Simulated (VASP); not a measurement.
# Ga (P4/mmm) in VASP: further runs

Ga is run at these levels: PBE; tasks: single point, relaxation of cell and atoms.

Everything below comes from runs of VASP 6.6.1. Logs are shortened: lines on timing, memory, paths and dates and some standing lists are left out, and cuts for length are marked.

## 1. The cell of the first run

It takes space group P4/mmm (No. 123, tetragonal). Conventional cell: a = 2.687 Å, b = 2.687 Å, c = 5.840 Å, α = 90.00°, β = 90.00°, γ = 90.00°. Within 3.5 Å of Ga (site symmetry 4mm) lie 6 Ga at 2.63 to 3.21 Å.

The cell was built from a structure type or drawn by symmetry, and may not be a known phase.

## 2. Single point, PBE

Contents of INCAR:

```
PREC = Accurate ; ENCUT = 520
EDIFF = 1E-6 ; ISMEAR = 0
SIGMA = 0.1 ; LREAL = False
LASPH = True ; NELM = 80
ALGO = Normal ; ISIF = 2
LWAVE = False ; LCHARG = False
GGA = PE ; NBANDS = 20
```

Contents of KPOINTS:

```
regular mesh
0
Gamma
  6 6 4
```

Contents of POSCAR:

```
Ga
1.0
    2.6872241500      0.0000000000      0.0000000000
    0.0000000000      2.6872241500      0.0000000000
    0.0000000000      0.0000000000      5.8403992600
Ga
2
Direct
    0.5000000000      0.5000000000      0.2255427600
    0.5000000000      0.5000000000      0.7744572400
```

Potentials or basis: VASP PAW PBE potentials, release 64 (Ga_d).

Run with:

```
$ cat potpaw_PBE.64/Ga_d/POTCAR > POTCAR
$ mpirun -np 1 vasp_std > vasp.out
```

OUTCAR:

```text
PREC = Accurate
   ENCUT = 520
   EDIFF = 1E-6
   ISMEAR = 0
   LREAL = False
   LASPH = True
   NELM = 80
   ISIF = 2
   GGA = PE

 ion  position               nearest neighbor table
   1  0.500  0.500  0.226-   2 2.63
   2  0.500  0.500  0.774-   1 2.63

  LATTYP: Found a simple tetragonal cell.
 ALAT       =     2.6872241500
 C/A-ratio  =     2.1733948990

  Lattice vectors:

 A1 = (   2.6872241500,   0.0000000000,   0.0000000000)
 A2 = (   0.0000000000,   2.6872241500,   0.0000000000)
 A3 = (   0.0000000000,   0.0000000000,   5.8403992600)

Analysis of symmetry for initial positions (statically):
=====================================================================
 Subroutine PRICEL returns:
 Original cell was already a primitive cell.

 Routine SETGRP: Setting up the symmetry group for a
 simple tetragonal supercell.

 Subroutine GETGRP returns: Found 16 space group operations
 (whereof 16 operations were pure point group operations)
 out of a pool of 16 trial point group operations.

The static configuration has the point symmetry D_4h.

Analysis of symmetry for dynamics (positions and initial velocities):
=====================================================================
 Subroutine PRICEL returns:
 Original cell was already a primitive cell.

 Routine SETGRP: Setting up the symmetry group for a
 simple tetragonal supercell.

 Subroutine GETGRP returns: Found 16 space group operations
 (whereof 16 operations were pure point group operations)
 out of a pool of 16 trial point group operations.

The dynamic configuration has the point symmetry D_4h.

 Subroutine INISYM returns: Found 16 space group operations
 (whereof 16 operations are pure point group operations),
 and found     1 'primitive' translations

----------------------------------------------------------------------------------------

                                     Primitive cell

  volume of cell :      42.1745

  direct lattice vectors                    reciprocal lattice vectors
     2.687224150  0.000000000  0.000000000     0.372131219  0.000000000  0.000000000
     0.000000000  2.687224150  0.000000000     0.000000000  0.372131219  0.000000000
     0.000000000  0.000000000  5.840399260     0.000000000  0.000000000  0.171221171

  length of vectors
     2.687224150  2.687224150  5.840399260     0.372131219  0.372131219  0.171221171

  position of ions in fractional coordinates (direct lattice)
     0.500000000  0.500000000  0.225542760
     0.500000000  0.500000000  0.774457240
[... 75 lines left out ...]
   ENCUT  =  520.0 eV  38.22 Ry    6.18 a.u.   5.00  5.00 10.86*2*pi/ulx,y,z
   NELM   =     80;   NELMIN=  2; NELMDL= -5     # of ELM steps
   EDIFF  = 0.1E-05   stopping-criterion for ELM
   LREAL  =      F    real-space projection
   EDIFFG = 0.1E-04   stopping-criterion for IOM
   NSW    =      0    number of steps for IOM
   IBRION =     -1    ionic relax: 0-MD 1-quasi-New 2-CG
   NFREE  =      0    steps in history (QN), initial steepest desc. (CG)
   ISIF   =      2    stress and relaxation
   ISYM   =      2    0-nonsym 1-usesym 2-fastsym
   POTIM  = 0.5000    time-step for ionic-motion
   TEBEG  =    0.0;   TEEND  =   0.0 temperature during run
   PSTRESS=    0.0 pullay stress
   NELECT =      26.0000    total number of electrons
   NUPDOWN=      -1.0000    fix difference up-down
   EMIN   =  10.00;   EMAX   =-10.00  energy-range for DOS
   EFERMI =   0.00;   METHOD = LEGACY
   ISMEAR =     0;   SIGMA  =   0.10  broadening in eV -4-tet -1-fermi 0-gaus
   EFERMI_NEDOS =   21; number of points for ismear=-14 and -15
   IALGO  =     38    algorithm
   IMIX   =      4    mixing-type and parameters
     AMIX     =   0.40;   BMIX     =  1.00
     AMIX_MAG =   1.60;   BMIX_MAG =  1.00
  volume/ion in A,a.u.               =      21.09       142.30
  Fermi-wavevector in a.u.,A,eV,Ry     =   1.393315  2.632983 26.413336  1.941325
  Thomas-Fermi vector in A             =   2.516973
   LORBIT       =      0    0 simple, 1 ext, 2 COOP (PROOUT), +10 PAW based schemes
   GGA     = PE    functional components
   LHFCALC =     F    Hartree Fock is set to
   AEXX    =    0.0000 exact exchange contribution
   IVDW    =     0    specifies the selected vdW correction
   LEPSILON=     F    determine dielectric tensor
   LRPA    =     F    only Hartree local field effects (RPA)
 non-spin polarized calculation
 Gauss-broadening in eV      SIGMA  =   0.10
  energy-cutoff  :      520.00
  volume of cell :       42.17
 maximum number of plane-waves:      1152
 NGX is ok and might be reduce to    20
   NGX =  9   NGY =  9   NGZ = 21

 number of electron      26.0000025 magnetization

 Free energy of the ion-electron system (eV)
  ---------------------------------------------------
  ext. energy  EPLUGINS =         0.00000000
  ---------------------------------------------------
  free energy    TOTEN  =        -5.46226179 eV

  energy without entropy =       -5.45135064  energy(sigma->0) =       -5.45680622

 E-fermi :   4.3750     XC(G=0): -10.3484

 val. band max:        4.2859979745   @ k =   0.3333   0.0000   0.5000
 cond. band min:       4.3824098968   @ k =   0.3333   0.1667   0.0000
 fundamental gap:      0.0964119224
 Fermi energy:         4.3750266399

 k-point     1 :       0.0000    0.0000    0.0000
  band No.  band energies     occupation
      1     -10.7730      2.00000
      2     -10.7429      2.00000
      3     -10.7355      2.00000
      4     -10.4958      2.00000
      5     -10.3689      2.00000
      6     -10.3689      2.00000
[... 541 lines left out ...]
     19      18.0371      0.00000
     20      19.2167      0.00000

 [... further k-points ...]

------------------------ aborting loop because EDIFF is reached ----------------------------------------

  FORCE on cell =-STRESS in cart. coord.  units (eV):
  Direction    XX          YY          ZZ          XY          YZ          ZX
  --------------------------------------------------------------------------------------
  -------------------------------------------------------------------------------------
  Total        0.4118084      0.4118084      0.0278848      0.0000000     -0.0000000      0.0000000
  in kB       15.6442742     15.6442742      1.0593219      0.0000000     -0.0000000      0.0000000
  external PRESSURE =      10.7826235 kB  Pullay stress =       0.0000000 kB

 VOLUME and BASIS-vectors are now :
 -----------------------------------------------------------------------------
  energy-cutoff  :      520.00
  volume of cell :       42.17
      direct lattice vectors                 reciprocal lattice vectors
     2.687224150  0.000000000  0.000000000     0.372131219  0.000000000  0.000000000
     0.000000000  2.687224150  0.000000000     0.000000000  0.372131219  0.000000000
     0.000000000  0.000000000  5.840399260     0.000000000  0.000000000  0.171221171

 POSITION                                       TOTAL-FORCE (eV/Angst)
 -----------------------------------------------------------------------------------
      1.34361      1.34361      1.31726         0.000000      0.000000      0.576296
      1.34361      1.34361      4.52314         0.000000      0.000000     -0.576296
 -----------------------------------------------------------------------------------
    total drift:                               -0.000000     -0.000000      0.000000

  FREE ENERGIE OF THE ION-ELECTRON SYSTEM (eV)
  ---------------------------------------------------
  free  energy   TOTEN  =        -5.4622617935 eV

  energy  without entropy=       -5.4513506406  energy(sigma->0) =       -5.45680622
```

OSZICAR:

```text
N       E                     dE             d eps       ncg     rms          rms(c)
DAV:   1     0.137319688624E+03    0.13732E+03   -0.13375E+04  1256   0.238E+03
DAV:   2     0.704224106296E+01   -0.13028E+03   -0.12712E+03  1204   0.389E+02
DAV:   3    -0.531023499706E+01   -0.12352E+02   -0.12273E+02  1336   0.983E+01
DAV:   4    -0.551288549896E+01   -0.20265E+00   -0.20244E+00  1448   0.137E+01
DAV:   5    -0.551627110574E+01   -0.33856E-02   -0.33852E-02  1384   0.175E+00    0.132E+00
DAV:   6    -0.546778666394E+01    0.48484E-01   -0.11209E-01  1624   0.434E+00    0.643E-01
DAV:   7    -0.546256285334E+01    0.52238E-02   -0.22452E-02  1472   0.149E+00    0.221E-01
DAV:   8    -0.546223957715E+01    0.32328E-03   -0.38142E-03  1320   0.614E-01    0.278E-02
DAV:   9    -0.546226025403E+01   -0.20677E-04   -0.24362E-04  1480   0.187E-01    0.100E-02
DAV:  10    -0.546226083152E+01   -0.57749E-06   -0.28721E-05  1488   0.698E-02    0.375E-03
DAV:  11    -0.546226179350E+01   -0.96199E-06   -0.21635E-06  1248   0.139E-02
   1 F= -.54622618E+01 E0= -.54568062E+01  d E =-.109112E-01
```

stdout:

```text
POSCAR found type information on POSCAR Ga
 POSCAR found :  1 types and       2 ions
 scaLAPACK will be used
 LDA part: xc-table for (Slater+PW92), standard interpolation
 POSCAR, INCAR and KPOINTS ok, starting setup
 FFT: planning ... GRIDC
 FFT: planning ... GRID_SOFT
 FFT: planning ... GRID
 WAVECAR not read
 entering main loop
```

Wall time 30 s (1 thread of Intel Xeon 8259CL, shared host); peak memory 0.16 GiB.

What came out:

```
Free energy            : -5.4623 eV
Pressure               : 1.1 GPa
Largest force          : 0.576 eV/Å
Band gap on the k mesh : zero (bands 13 and 14 overlap by 3.92 eV)
```

Forces on the atoms (eV/Å):
```
Ga   0.000  0.000  0.576
Ga   0.000  0.000 -0.576
```

Caveat: the k points lie up to 0.39 Å⁻¹ apart, too coarse for converged energies and pressures of a metal.

## 3. Relaxation of cell and atoms, PBE

Contents of INCAR:

```
SYSTEM = Ga
  ALGO = Fast
  EDIFF = 1E-6
  EDIFFG = -0.04
  ENCUT = 600
  GGA = PE
  IBRION = 2
  ISIF = 3
  ISMEAR = 0
  LASPH = .TRUE.
  LCHARG = .FALSE.
  LREAL = .FALSE.
  LWAVE = .FALSE.
  NELM = 100
  NSW = 90
  PREC = Accurate
  SIGMA = 0.1
```

Contents of KPOINTS:

```
k-points
0
G
  6 6 4
  0 0 0
```

POSCAR is that of step 2.

Potentials or basis: VASP PAW PBE potentials, release 64 (Ga_d).

Run with:

```
$ cat potpaw_PBE.64/Ga_d/POTCAR > POTCAR
$ mpirun -np 1 vasp_std > vasp.out
```

Wall time 7.2 min (1 thread of Intel Xeon 8259CL, shared host); peak memory 0.18 GiB.

Results (log left out):

* Free energy: -5.6015 eV
* Relaxed volume: 20.41 Å³/atom
* Relaxed cell: a = 2.769 Å, b = 2.769 Å, c = 5.324 Å, α = 90.00°, β = 90.00°, γ = 90.00°
* Space group after relaxing (to 0.1 Å): P4/mmm (No. 123)
* Energy gained by relaxing: 69.8 meV/atom
* Ionic steps: 15
* Pressure after relaxing: -0.1 GPa
* Largest force after relaxing: 0.010 eV/Å
* Band gap on the k mesh: zero (bands 13 and 14 overlap by 5.73 eV)

Forces in eV/Å, atoms in the order of the input:
```
Ga   0.000  0.000  0.010
Ga   0.000  0.000 -0.010
```

Stress tensor (GPa, compression positive):
```
-0.16  0.00  0.00
 0.00 -0.16  0.00
 0.00  0.00  0.14
```

Step by step:
```
step  energy change (eV)  largest force (eV/Å)  pressure (GPa)  volume (Å³)
   1              0.0000                0.5783            1.02        42.17
   2             -0.0320                0.4136           -0.51        43.00
   3             -0.0561                0.2583           -1.94        44.30
   4             -0.0268                0.0614           -4.39        46.96
   5             -0.0592                0.1921           -2.83        44.91
   6             -0.0801                0.1357           -2.63        44.33
   7             -0.1036                0.2084           -2.13        42.61
   8             -0.1196                0.1644           -0.96        41.46
   9             -0.1212                0.0392            2.33        39.10
  10             -0.1265                0.1184            0.56        40.27
  11             -0.1362                0.0469            0.63        40.16
  12             -0.1218                0.1644            1.42        39.91
  13             -0.1381                0.0168            0.90        40.10
  14             -0.1397                0.0085            0.18        40.70
  15             -0.1396                0.0096           -0.06        40.82
```

Final structure:
```xyz
2
Lattice="2.7688 0.0000 0.0000 0.0000 2.7688 0.0000 0.0000 0.0000 5.3240" Properties=species:S:1:pos:R:3 pbc="T T T"
Ga    1.3844    1.3844    1.3304
Ga    1.3844    1.3844    3.9936
```

Levels at points of the mesh, in eV from the Fermi level:
| k point | band 11 | band 12 | band 13 | band 14 | band 15 | band 16 |
| --- | --- | --- | --- | --- | --- | --- |
| (0.00, 0.00, 0.00) | -10.37 | -5.66 | -3.88 | 8.40 | 8.40 | 9.97 |
| (0.50, 0.00, 0.00) | -6.31 | -3.96 | -1.40 | -0.70 | -0.23 | 4.39 |
| (0.50, 0.50, 0.00) | -2.10 | -0.73 | -0.73 | 2.33 | 2.86 | 2.86 |
| (0.00, 0.00, 0.50) | -9.04 | -9.03 | 2.17 | 2.18 | 9.74 | 9.74 |
| (0.50, 0.00, 0.50) | -5.06 | -5.06 | -2.63 | -2.63 | 5.73 | 5.73 |
| (0.50, 0.50, 0.50) | -0.93 | -0.92 | 0.59 | 0.59 | 0.59 | 0.59 |

Caveat: the k points lie up to 0.38 Å⁻¹ apart in the final cell, too coarse for converged energies and pressures of a metal.
